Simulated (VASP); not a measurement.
Set up this calculation in VASP 6.6.1, as the native input.

| Item | Value |
| --- | --- |
| Task | single point |
| Functional | PBE |
| Potentials or basis | VASP PAW PBE potentials, release 64 (C, Si) |
| Cutoff | 600 eV |
| k mesh | 16 × 16 × 16 |
| Occupations | gaussian, width 0.02 eV |
| Spin | no spin polarisation |
| Dipole correction | no |
| Further INCAR settings | ALGO = Normal; EDIFF = 1e-06; NBANDS = 11 |

The structure of SiC lies in POSCAR:

```
SiC
1.0
    0.0000000000      1.7639694161      1.7639694161
    1.7639694161      0.0000000000      1.7639694161
    1.7639694161      1.7639694161      0.0000000000
C Si
1 1
Direct
    0.0000000000      0.0000000000      0.0000000000
    0.5000000000      0.5000000000      0.5000000000
```

The input as run:

INCAR

```
PREC     = Accurate       # precision mode
ENCUT    = 600            # plane-wave cutoff, eV
EDIFF    = 1E-6           # SCF threshold, eV
ISMEAR   = 0              # smearing method
SIGMA    = 0.02           # smearing width, eV
LREAL    = False          # projectors in reciprocal space
LASPH    = True           # aspherical terms in the spheres
NELM     = 120            # most SCF steps
ALGO     = Normal         # electronic algorithm
ISIF     = 2              # what is computed and relaxed
LWAVE    = False          # write WAVECAR
LCHARG   = False          # write CHGCAR
GGA      = PE             # functional
NBANDS   = 11             # bands
GGA_COMPAT= False
```

KPOINTS

```
Automatic mesh
0
Gamma
  16 16 16
```

Potentials or basis: VASP PAW PBE potentials, release 64 (C, Si).

Run with:

```bash
$ cat potpaw_PBE.64/C/POTCAR potpaw_PBE.64/Si/POTCAR > POTCAR
$ mpirun -np 1 vasp_std > vasp.out
```

Results of the run:

```json
{
 "Pressure": "249.2 GPa",
 "Band gap on the k mesh": "0.22 eV (least direct gap 6.38 eV)"
}
```

Caveat: the cell stands under pressure.

Wall time 14 s on 1 thread of Intel(R) Xeon(R) Platinum 8259CL CPU @ 2.50GHz (Skylake/Cascade Lake) (shared host), peak memory 0.13 GiB.
